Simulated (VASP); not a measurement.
HfW2, 6 atoms in the cell. It takes space group Fd-3m (No. 227, cubic). The conventional cell has a = 7.485 Å, b = 7.485 Å, c = 7.485 Å, α = 90.00°, β = 90.00°, γ = 90.00°. Hf (site symmetry -43m) has 12 W at 3.10 Å and 4 Hf at 3.24 Å within 4.1 Å. Within 3.5 Å of W (site symmetry -3m) lie 6 W at 2.65 Å and 6 Hf at 3.10 Å. 

| Property | Result |
| --- | --- |
| Program | VASP 6.6.1 |
| Task | single point |
| Functional | r2SCAN |
| Potentials or basis | VASP PAW PBE potentials, release 64 (Hf_pv, W_sv) |
| Cutoff | 520 eV |
| k mesh | 8 × 8 × 8 |
| Occupations | fermi-dirac, width 0.1 eV |
| Spin | no spin polarisation |
| Dipole correction | no |
| Further INCAR settings | ALGO = Normal; EDIFF = 1e-06; NBANDS = 47 |

Potentials or basis: VASP PAW PBE potentials, release 64 (Hf_pv, W_sv).

Launch:

```console
$ cat potpaw_PBE.64/Hf_pv/POTCAR potpaw_PBE.64/W_sv/POTCAR > POTCAR
$ cp INCAR.step1 INCAR
$ mpirun -np 1 vasp_std > vasp.out
$ cp INCAR.step2 INCAR
$ mpirun -np 1 vasp_std > vasp.out
```

Hardware: 1 thread of Intel(R) Xeon(R) Platinum 8488C (Sapphire Rapids), on a shared host.

Task: Estimate the wall time of this run.

Result: It took 4.6 min on 1 thread of Intel(R) Xeon(R) Platinum 8488C (Sapphire Rapids), on a shared host, peak memory 0.32 GiB. Counts: k points 29.
